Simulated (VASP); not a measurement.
# CdS (P1) in VASP: single point with LDA

Aim: the single point of CdS with LDA.

Program: VASP 6.6.1. These are calculated values, not measurements. Logs are shortened: lines on timing, memory, paths and dates and some standing lists are left out, and cuts for length are marked.

### 1 The cell of the first run

The typed cell holds 4 atoms: a = 4.135 Å, b = 4.099 Å, c = 6.750 Å, α = 89.57°, β = 88.85°, γ = 119.13°.

### 2 Single point, LDA (equal xy, yz and zx shear strains of +2 %)

INCAR

```
SYSTEM = CdS
PREC = Accurate
ENCUT = 520
EDIFF = 1E-6
ISMEAR = -1
SIGMA = 0.02
LREAL = .FALSE.
LASPH = .TRUE.
NELM = 80
ALGO = Normal
ISIF = 2
LWAVE = .FALSE.
LCHARG = .FALSE.
NBANDS = 26
```

KPOINTS

```
Automatic mesh
0
G
  8 8 4
  0 0 0
```

POSCAR

```
CdS
1.0
    4.1347992034      0.0413479920      0.0413479920
   -2.0315911902      3.5601671537      0.0151344155
    0.0674900000      0.0674900000      6.7490000000
Cd S
2 2
Direct
    0.3333333333      0.6666666667      0.0000000000
    0.6666666667      0.3333333333      0.5000000000
    0.3333333333      0.6666666667      0.3850000000
    0.6666666667      0.3333333333      0.8850000000
```

Potentials or basis: VASP PAW LDA potentials, release 64 (Cd, S).

Started as:

```
$ cat potpaw_LDA.64/Cd/POTCAR potpaw_LDA.64/S/POTCAR > POTCAR
$ mpirun -np 1 vasp_std > vasp.out
```

OUTCAR:

```text
SYSTEM = CdS
   PREC = Accurate
   ENCUT = 520
   EDIFF = 1E-6
   ISMEAR = -1
   LREAL = .FALSE.
   LASPH = .TRUE.
   NELM = 80
   ISIF = 2

 ion  position               nearest neighbor table
   1  0.333  0.667  0.000-   4 2.49   4 2.50   4 2.55   3 2.60
   2  0.667  0.333  0.500-   3 2.50   3 2.51   3 2.53   4 2.60
   3  0.333  0.667  0.385-   2 2.50   2 2.51   2 2.53   1 2.60
   4  0.667  0.333  0.885-   1 2.49   1 2.50   1 2.55   2 2.60

  LATTYP: Found a triclinic cell.
 ALAT       =     4.1710413033
 B/A-ratio  =     0.9827452114
 C/A-ratio  =     1.6182229749
 COS(alpha) =     0.0074204947
 COS(beta)  =     0.0272158148
 COS(gamma) =     0.5000757388

  Lattice vectors:

 A1 = (   2.1032080132,   3.6015151457,   0.0564824075)
 A2 = (  -2.0315911902,   3.5601671537,   0.0151344155)
 A3 = (   0.0674900000,   0.0674900000,   6.7490000000)

Analysis of symmetry for initial positions (statically):
=====================================================================
 Subroutine PRICEL returns:
 Original cell was already a primitive cell.

 Routine SETGRP: Setting up the symmetry group for a
 triclinic supercell.

 Subroutine GETGRP returns: Found  1 space group operations
 (whereof  1 operations were pure point group operations)
 out of a pool of  2 trial point group operations.

The static configuration has the point symmetry C_1 .

Analysis of symmetry for dynamics (positions and initial velocities):
=====================================================================
 Subroutine PRICEL returns:
 Original cell was already a primitive cell.

 Routine SETGRP: Setting up the symmetry group for a
 triclinic supercell.

 Subroutine GETGRP returns: Found  1 space group operations
 (whereof  1 operations were pure point group operations)
 out of a pool of  2 trial point group operations.

The dynamic configuration has the point symmetry C_1 .

 Subroutine INISYM returns: Found  1 space group operations
 (whereof  1 operations are pure point group operations),
 and found     1 'primitive' translations

----------------------------------------------------------------------------------------

                                     Primitive cell

  volume of cell :      99.8963

  direct lattice vectors                    reciprocal lattice vectors
[... 81 lines left out ...]
 SYSTEM =  CdS
   PREC   = accura    normal or accurate (medium, high low for compatibility)
   ISTART =      0    job   : 0-new  1-cont  2-samecut
   ICHARG =      2    charge: 1-file 2-atom 10-const
   ISPIN  =      1    spin polarized calculation?
   LNONCOLLINEAR =      F non collinear calculations
   LSORBIT =      F    spin-orbit coupling
   LASPH  =      T    aspherical Exc in radial PAW
   ENCUT  =  520.0 eV  38.22 Ry    6.18 a.u.   7.69  7.62 12.55*2*pi/ulx,y,z
   NELM   =     80;   NELMIN=  2; NELMDL= -5     # of ELM steps
   EDIFF  = 0.1E-05   stopping-criterion for ELM
   LREAL  =      F    real-space projection
[... 7 lines left out ...]
   TEBEG  =    0.0;   TEEND  =   0.0 temperature during run
   PSTRESS=    0.0 pullay stress
   NELECT =      36.0000    total number of electrons
   NUPDOWN=      -1.0000    fix difference up-down
   EMIN   =  10.00;   EMAX   =-10.00  energy-range for DOS
   EFERMI =   0.00;   METHOD = LEGACY
   ISMEAR =    -1;   SIGMA  =   0.02  broadening in eV -4-tet -1-fermi 0-gaus
   EFERMI_NEDOS =   21; number of points for ismear=-14 and -15
   IALGO  =     38    algorithm
   IMIX   =      4    mixing-type and parameters
     AMIX     =   0.40;   BMIX     =  1.00
     AMIX_MAG =   1.60;   BMIX_MAG =  1.00
  volume/ion in A,a.u.               =      24.97       168.53
  Fermi-wavevector in a.u.,A,eV,Ry     =   1.165000  2.201530 18.466160  1.357224
  Thomas-Fermi vector in A             =   2.301531
   LORBIT       =      0    0 simple, 1 ext, 2 COOP (PROOUT), +10 PAW based schemes
   GGA     = CA    functional components
   LHFCALC =     F    Hartree Fock is set to
   AEXX    =    0.0000 exact exchange contribution
   IVDW    =     0    specifies the selected vdW correction
   LEPSILON=     F    determine dielectric tensor
   LRPA    =     F    only Hartree local field effects (RPA)
 non-spin polarized calculation
  energy-cutoff  :      520.00
  volume of cell :       99.90
 maximum number of plane-waves:      2711
   NGX = 15   NGY = 15   NGZ = 25

 number of electron      35.9999993 magnetization

 Free energy of the ion-electron system (eV)
  ---------------------------------------------------
  ext. energy  EPLUGINS =         0.00000000
  ---------------------------------------------------
  free energy    TOTEN  =       -14.76366568 eV

  energy without entropy =      -14.76366568  energy(sigma->0) =      -14.76366568

 E-fermi :   1.4723     XC(G=0):  -9.5490

 val. band max:        1.0900152825   @ k =   0.0000   0.0000   0.0000
 cond. band min:       2.0292507170   @ k =   0.0000   0.0000   0.0000
 fundamental gap:      0.9392354345
 Fermi energy:         1.4722803200

 k-point     1 :       0.0000    0.0000    0.0000
  band No.  band energies     occupation
      1     -11.2574      2.00000
      2     -10.8295      2.00000
      3      -6.6985      2.00000
      4      -6.6874      2.00000
      5      -6.6316      2.00000
      6      -6.6207      2.00000
[... 685 lines left out ...]
     25       9.7239      0.00000
     26       9.9825      0.00000

 [... further k-points ...]

------------------------ aborting loop because EDIFF is reached ----------------------------------------

  FORCE on cell =-STRESS in cart. coord.  units (eV):
  Direction    XX          YY          ZZ          XY          YZ          ZX
  --------------------------------------------------------------------------------------
  -------------------------------------------------------------------------------------
  Total       -0.9831418     -0.9954469     -2.1977049     -0.5251805     -0.3044185     -0.3052427
  in kB      -15.7680240    -15.9653777    -35.2476756     -8.4230569     -4.8823863     -4.8956057
  external PRESSURE =     -22.3270257 kB  Pullay stress =       0.0000000 kB

 VOLUME and BASIS-vectors are now :
 -----------------------------------------------------------------------------
  energy-cutoff  :      520.00
  volume of cell :       99.90
      direct lattice vectors                 reciprocal lattice vectors
     4.134799203  0.041347992  0.041347992     0.240514845  0.137264626 -0.003777795
    -2.031591190  3.560167154  0.015134415    -0.002765538  0.279319304 -0.002765538
     0.067490000  0.067490000  6.749000000    -0.001467321 -0.001467321  0.148199446

 POSITION                                       TOTAL-FORCE (eV/Angst)
 -----------------------------------------------------------------------------------
      0.02387      2.38723      0.02387        -0.176874     -0.064263      0.254052
      2.11308      1.24803      3.40711         0.040281     -0.071432      0.248034
      0.04986      2.41321      2.62224        -0.062875      0.071551     -0.246231
      2.13906      1.27402      6.00548         0.199468      0.064144     -0.255855
 -----------------------------------------------------------------------------------
    total drift:                               -0.000088     -0.000050     -0.000458

  FREE ENERGIE OF THE ION-ELECTRON SYSTEM (eV)
  ---------------------------------------------------
  free  energy   TOTEN  =       -14.7636656837 eV

  energy  without entropy=      -14.7636656836  energy(sigma->0) =      -14.76366568
```

Run time: 2.9 min. Hardware: 1 thread of Intel Xeon 6975P-C (Granite Rapids), shared host; peak memory 0.38 GiB.

Results:

| Property | Result |
| --- | --- |
| Free energy | -14.7637 eV |
| Pressure | -2.2 GPa |
| Largest force | 0.331 eV/Å |
| Band gap on the k mesh | 0.94 eV |

Forces in eV/Å, atoms in the order of the input:
```
Cd  -0.177 -0.064  0.254
Cd   0.040 -0.071  0.248
S   -0.063  0.072 -0.246
S    0.199  0.064 -0.256
```

Caveat: the cell differs from its parent crystal (equal xy, yz and zx shear strains of +2 %).
